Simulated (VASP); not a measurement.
A run of VASP 6.6.1:

The input INCAR:

```
PREC = Accurate
ENCUT = 520
EDIFF = 1E-7
ISMEAR = 0
SIGMA = 0.2
LREAL = F
LASPH = T
NELM = 60
ALGO = Normal
ISIF = 2
LWAVE = F
LCHARG = F
GGA = PE
NBANDS = 27
```

KPOINTS

```
regular mesh
0
Gamma
  6 6 6
```

The input POSCAR:

```
InSe
1.0
    0.0000000000     -2.9634847124     -2.9634847124
   -2.9634847124      0.0000000000     -2.9634847124
    2.9634847124      2.9634847124     -5.9269694247
In Se
2 2
Direct
    1.0000000000      1.0000000000      0.0000000000
    0.5000000000      0.5000000000      0.5000000000
    0.2500000000      0.2500000000      0.2500000000
    0.7500000000      0.7500000000      0.7500000000
```

Potentials or basis: VASP PAW PBE potentials, release 64 (In_d, Se).

Launch:

```bash
$ cat potpaw_PBE.64/In_d/POTCAR potpaw_PBE.64/Se/POTCAR > POTCAR
$ mpirun -np 1 vasp_std > vasp.out
```

Hardware: 1 thread of Intel(R) Xeon(R) Platinum 8259CL CPU @ 2.50GHz (Skylake/Cascade Lake), on a shared host.

Q: Estimate the wall time of this run.

A: It took 82 s on 1 thread of Intel(R) Xeon(R) Platinum 8259CL CPU @ 2.50GHz (Skylake/Cascade Lake), on a shared host, peak memory 0.26 GiB. Counts: scf iterations 16, k points 32.
